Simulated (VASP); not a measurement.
A run of VASP 6.6.1 is set up as follows.

Contents of INCAR:

```
SYSTEM = Re
PREC = Accurate
ENCUT = 520
EDIFF = 1E-7
ISMEAR = -1
SIGMA = 0.08
LREAL = .False.
LASPH = .True.
NELM = 80
ALGO = Normal
ISIF = 2
LWAVE = .False.
LCHARG = .True.
GGA = PE
LELF = .True.
LVHAR = .True.
NBANDS = 18
```

Contents of KPOINTS:

```
Automatic mesh
0
Gamma
  9 9 13
  0 0 0
```

The input POSCAR:

```
Re
1.0
    4.0532075817      0.0000000000      0.0000000000
   -2.0266037908      3.5101807326      0.0000000000
    0.0000000000      0.0000000000      2.4995427869
Re
3
Direct
    0.0000000000      0.0000000000      0.0000000000
    0.3333333333      0.6666666667      0.5000000000
    0.6666666667      0.3333333333      0.5000000000
```

Potentials or basis: VASP PAW PBE potentials, release 64 (Re).

Run with:

```console
$ cat potpaw_PBE.64/Re/POTCAR > POTCAR
$ mpirun -np 1 vasp_std > vasp.out
```

Question: What does it give for the pressure?

Answer: 149.4 GPa.

Stress tensor (GPa, compression positive):
```
148.68   0.00   0.00
  0.00 148.68   0.00
  0.00   0.00 150.77
```
